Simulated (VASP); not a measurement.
Crystal: BeSe.

```
Be Se
1.0
     0.00000    2.53500    2.53500
     2.53500    0.00000    2.53500
     2.53500    2.53500    0.00000
Be Se
1 1
Direct
  0.00000 0.00000 0.00000
  0.25000 0.25000 0.25000
```

- Program: VASP 6.6.1
- Task: relaxation of cell and atoms
- Functional: PBE
- Potentials or basis: VASP PAW PBE potentials, release 64 (Be, Se)
- Cutoff: 600 eV
- k mesh: 5 × 5 × 5
- Occupations: methfessel-paxton, width 0.01 eV
- Spin: no spin polarisation

At the start: pressure 5.8 GPa; volume 16.29 Å³/atom.

**Question.** How do energy, volume and symmetry change on relaxing?

**Answer.** Over 3 steps the energy falls by 19.2 meV/atom and the volume is 17.42 Å³/atom (+6.9 %); space group F-43m (No. 216, to 0.1 Å) before and after.

The path:
```csv
step,energy change (eV),largest force (eV/Å),pressure (GPa),volume (Å³)
1,0.0000,0.0000,5.75,32.58
2,-0.0363,0.0000,-1.18,35.42
3,-0.0385,0.0000,0.02,34.84
```

Final structure:
```cif
data_structure
_symmetry_space_group_name_H-M 'P 1'
_symmetry_Int_Tables_number 1
_cell_length_a 3.6660
_cell_length_b 3.6660
_cell_length_c 3.6660
_cell_angle_alpha 60.000
_cell_angle_beta 60.000
_cell_angle_gamma 60.000
_cell_volume 34.84
loop_
_atom_site_label
_atom_site_type_symbol
_atom_site_fract_x
_atom_site_fract_y
_atom_site_fract_z
_atom_site_occupancy
Be1 Be 0.00000 0.00000 0.00000 1
Se1 Se 0.25000 0.25000 0.25000 1
```

Caveat: the k points lie up to 0.42 Å⁻¹ apart in the final cell.
